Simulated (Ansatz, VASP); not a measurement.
## HfWF3: VASP beside Ansatz

INCAR

```
SYSTEM = HfWF3
  PREC = Accurate
  ENCUT = 600
  EDIFF = 1E-7
  ISMEAR = 0
  SIGMA = 0.1
  LREAL = .False.
  LASPH = .True.
  NELM = 60
  ALGO = Normal
  ISIF = 3
  LWAVE = .False.
  LCHARG = .False.
  GGA = PE
  IBRION = 2
  NSW = 90
  EDIFFG = -0.04
```

The input KPOINTS:

```
regular mesh
0
Gamma
  4 4 4
  0 0 0
```

The input POSCAR:

```
HfWF3
1.0
    4.0088546700      0.0000000000      0.0000000000
    0.0000000000      4.0088546700      0.0000000000
    0.0000000000      0.0000000000      4.0088546700
Hf W F
1 1 3
Direct
    0.5000000000      0.5000000000      0.5000000000
    0.0000000000      0.0000000000      0.0000000000
    0.5000000000      0.0000000000      0.0000000000
    0.0000000000      0.5000000000      0.0000000000
    0.0000000000      0.0000000000      0.5000000000
```

Input for Ansatz:

```yaml
crystal:
  lattice:
    - [4.00885467, 0.0, 0.0]
    - [0.0, 4.00885467, 0.0]
    - [0.0, 0.0, 4.00885467]
  atoms:
    - { symbol: Hf, position: [0.5, 0.5, 0.5] }
    - { symbol: W, position: [0.0, 0.0, 0.0] }
    - { symbol: F, position: [0.5, 0.0, 0.0] }
    - { symbol: F, position: [0.0, 0.5, 0.0] }
    - { symbol: F, position: [0.0, 0.0, 0.5] }
basis:
  ecutwfc: 420
kpoints:
  mp_grid: { grid: [4, 4, 4] }
hamiltonian:
  xc: pbe
scf:
  occupations: { method: gaussian, width: 0.1 }
  lower_state_search: "off"
output:
  forces: true
  stress: true
  eigenvalues: true
relax:
  adjacent_minimum: "off"
  f_tol: 0.04
  max_steps: 70
  cell: { stress_tol: 0.4 }
```

Change from the starting cell: species swapped into the DyRu3C type (Pm-3m, No. 221).

Alike in both runs: task relaxation of cell and atoms; functional PBE; k mesh 4 × 4 × 4; occupations gaussian, width 0.1 eV; no spin polarisation.

|  | VASP | Ansatz |
| --- | --- | --- |
| version | VASP 6.6.1 | Ansatz 0.2.0 |
| potentials or method | VASP PAW PBE potentials, release 64 (Hf_pv, W_sv, F), cutoff 600 eV | scalar-relativistic, plane waves, PAW |
| valence electrons in the cell | 45 | 61 |

Ansatz gave:

| Property | Result |
| --- | --- |
| gap on the k mesh at the Fermi level, each at its own relaxed structure (eV) | none |
| relaxed volume (Å³/atom) | 15.19 |
| relaxed cell length with the largest relative difference (Å) | 4.234 |

Task: What did VASP give for the same quantities?

Result: gap on the k mesh at the Fermi level, each at its own relaxed structure (eV): none; relaxed volume (Å³/atom): 15.27; relaxed cell length with the largest relative difference (Å): 4.242.

A gap of «none» marks a metal or a gap that the smearing closes. VASP's potentials hold 45 valence electrons a cell and Ansatz's 61, so a difference there can come from the potentials and not from the codes.

The k mesh is coarse, so the values compare programs but aren't converged. Spin-orbit coupling is off throughout. Noted on VASP's run: the volume moved by over 15 % at a fixed basis, so the end points are rough.
